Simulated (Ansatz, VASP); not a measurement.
# Two plane-wave programs on TaMnB4

```
Ta Mn B
1.0
     0.00000    2.92972    2.92972
     2.92972    0.00000    2.92972
     2.92972    2.92972    0.00000
Ta Mn B
1 1 4
Cartesian
  1.4649 1.4649 1.4649
  0.0000 0.0000 0.0000
  2.1998 3.6597 2.1998
  2.1998 2.1998 3.6597
  3.6597 3.6597 3.6597
  3.6597 2.1998 2.1998
```

Change from the starting cell: species swapped into the YMnNi4 type (F-43m, No. 216).

Alike in both runs: functional PBE; k mesh 6 × 6 × 6; occupations gaussian, width 0.1 eV; collinear spin.

Ansatz relaxed the structure, and its values are those at the end. VASP's run is a single point on that final structure, the one shown.

|  | VASP | Ansatz |
| --- | --- | --- |
| version | VASP 6.6.1 | Ansatz 0.2.0 |
| potentials or method | VASP PAW PBE potentials, release 64 (Ta_pv, Mn_pv, B), cutoff 520 eV | scalar-relativistic, plane waves, PAW |
| valence electrons in the cell | 36 | 40 |

```tsv
	VASP	Ansatz	Ansatz less VASP
gap on the k mesh at the Fermi level (eV)	none	none	-
pressure (GPa)	0.3	-0.2	-0.46
rms of the force components (eV/Å)	0.005	0.008	+0.0022
net moment per atom (μB)	0.24	0.24	-0.001
size of the moment on the site where the two differ most (μB)	1.36	1.33	-0.031
```

Site moments also hang on the region over which each program counts them. A gap of «none» marks a metal or a gap that the smearing closes. VASP's potentials hold 36 valence electrons a cell and Ansatz's 40, so a difference there can come from the potentials and not from the codes.

Spin-orbit coupling is off throughout.
